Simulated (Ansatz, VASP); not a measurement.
This is a calculation of Sb for Ansatz 0.2.0.

The input input:

```
crystal:
  lattice:
    - [0.0, 2.3712425216, 2.3712425216]
    - [2.3712425216, 0.0, 2.3712425216]
    - [2.3712425216, 2.3712425216, 0.0]
  atoms:
    - { symbol: Sb, position: [0.0, 0.0, 0.0] }
hamiltonian:
  xc: r2scan50
  pseudopotentials: { kind: paw }
kpoints:
  mp_grid: { grid: [5, 5, 5] }
scf:
  occupations: { method: fermi_dirac, width: 0.05 }
output:
  forces: true
  stress: true
  eigenvalues: true
```

Task: Translate it to VASP 6.6.1. Potentials there: VASP PAW PBE potentials, release 64 (Sb_d_GW).

Result: As run (the cutoff follows the program's own potentials):

The input POSCAR:

```
Sb
1.0
    0.0000000000      2.3712425216      2.3712425216
    2.3712425216      0.0000000000      2.3712425216
    2.3712425216      2.3712425216      0.0000000000
Sb
1
Direct
    0.0000000000      0.0000000000      0.0000000000
```

The input INCAR.step1:

```
ALGO     = Normal         # electronic algorithm
EDIFF    = 1E-5           # SCF threshold, eV
ENCUT    = 440            # plane-wave cutoff, eV
GGA      = PE             # functional
GGA_COMPAT= False        
ISIF     = 2              # what is computed and relaxed
ISMEAR   = -1             # smearing method
LASPH    = True           # aspherical terms in the spheres
LCHARG   = False          # write CHGCAR
LREAL    = False          # projectors in reciprocal space
LWAVE    = True           # write WAVECAR
NBANDS   = 14             # bands
NELM     = 120            # most SCF steps
PREC     = Accurate       # precision mode
SIGMA    = 0.05           # smearing width, eV
```

File INCAR.step2:

```
AEXX     = 0.5            # exact-exchange fraction
ALGO     = Normal         # electronic algorithm
EDIFF    = 1E-6           # SCF threshold, eV
ENCUT    = 440            # plane-wave cutoff, eV
GGA_COMPAT= False        
ISIF     = 2              # what is computed and relaxed
ISMEAR   = -1             # smearing method
ISTART   = 1            
LASPH    = True           # aspherical terms in the spheres
LCHARG   = False          # write CHGCAR
LHFCALC  = True           # exact exchange
LMIXTAU  = True         
LREAL    = False          # projectors in reciprocal space
LWAVE    = False          # write WAVECAR
METAGGA  = R2SCAN         # meta-GGA
NBANDS   = 14             # bands
NELM     = 120            # most SCF steps
PREC     = Accurate       # precision mode
PRECFOCK = Normal       
SIGMA    = 0.05           # smearing width, eV
```

The input KPOINTS:

```
k-points
0
Gamma
  5 5 5
```

Potentials or basis: VASP PAW PBE potentials, release 64 (Sb_d_GW).

Command:

```bash
$ cat potpaw_PBE.64/Sb_d_GW/POTCAR > POTCAR
$ cp INCAR.step1 INCAR
$ mpirun -np 1 vasp_std > vasp.out
$ cp INCAR.step2 INCAR
$ mpirun -np 1 vasp_std > vasp.out
```

Both were run:

|  | VASP | Ansatz | Ansatz less VASP |
| --- | --- | --- | --- |
| gap on the k mesh at the Fermi level (eV) | none | none | - |
| pressure (GPa) | -2.4 | -2.0 | +0.39 |

VASP's potentials were made for PBE, not for r2SCAN50. A gap of «none» marks a metal or a gap that the smearing closes. With one functional, cell and mesh, what is left measures potentials, basis and numerics.

The k mesh is coarse, so the values compare programs but aren't converged. Neither program's run includes spin-orbit coupling.
